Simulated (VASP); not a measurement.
Set up this calculation in VASP 6.6.1, as the native input.

- Task: single point
- Functional: PBE
- Potentials or basis: VASP PAW PBE potentials, release 64 (Al, Cu)
- Cutoff: 520 eV
- k mesh: 6 × 6 × 8
- Occupations: gaussian, width 0.1 eV
- Spin: no spin polarisation
- Dipole correction: no
- Further INCAR settings: ALGO = Fast; EDIFF = 1e-07; NBANDS = 46

The structure of Al2Cu lies in POSCAR:

```
Al2Cu
1.0
    6.2340613126      0.0000000000      0.0000000000
    0.0000000000      6.2340613126      0.0000000000
    0.0000000000      0.0000000000      4.8095136247
Al Cu
8 4
Direct
    0.1570431034      0.3429568966      0.0000000000
    0.1570431034      0.6570431034      0.5000000000
    0.8429568966      0.3429568966      0.5000000000
    0.8429568966      0.6570431034      0.0000000000
    0.6570431034      0.8429568966      0.5000000000
    0.6570431034      0.1570431034      0.0000000000
    0.3429568966      0.8429568966      0.0000000000
    0.3429568966      0.1570431034      0.5000000000
    0.0000000000      0.0000000000      0.7500000000
    0.0000000000      0.0000000000      0.2500000000
    0.5000000000      0.5000000000      0.2500000000
    0.5000000000      0.5000000000      0.7500000000
```

This cell differs from its parent crystal: biaxial strain in the a-b plane: +3.0 %, then relaxed in part.

The input as run:

INCAR

```
SYSTEM = Al2Cu
PREC = Accurate
ENCUT = 520
EDIFF = 1E-7
ISMEAR = 0
SIGMA = 0.1
LREAL = .False.
LASPH = .True.
NELM = 80
ALGO = Fast
ISIF = 2
LWAVE = .False.
LCHARG = .False.
GGA = PE
NBANDS = 46
```

KPOINTS

```
regular mesh
0
Gamma
  6 6 8
  0 0 0
```

Potentials or basis: VASP PAW PBE potentials, release 64 (Al, Cu).

Launch:

```console
$ cat potpaw_PBE.64/Al/POTCAR potpaw_PBE.64/Cu/POTCAR > POTCAR
$ mpirun -np 1 vasp_std > vasp.out
```

It gave:

```yaml
Pressure: -3.6 GPa
Largest_force: 0.006 eV/Å
Band_gap_on_the_k_mesh: zero (bands 34 and 35 overlap by 1.84 eV)
```

Caveat: the cell differs from its parent crystal (biaxial strain in the a-b plane: +3.0 %, then relaxed in part); the stress differs along the axes, from -6 to 0 GPa.

It took 7.7 min on 1 thread of Intel(R) Xeon(R) Platinum 8259CL CPU @ 2.50GHz (Skylake/Cascade Lake) (shared host), peak memory 0.47 GiB.
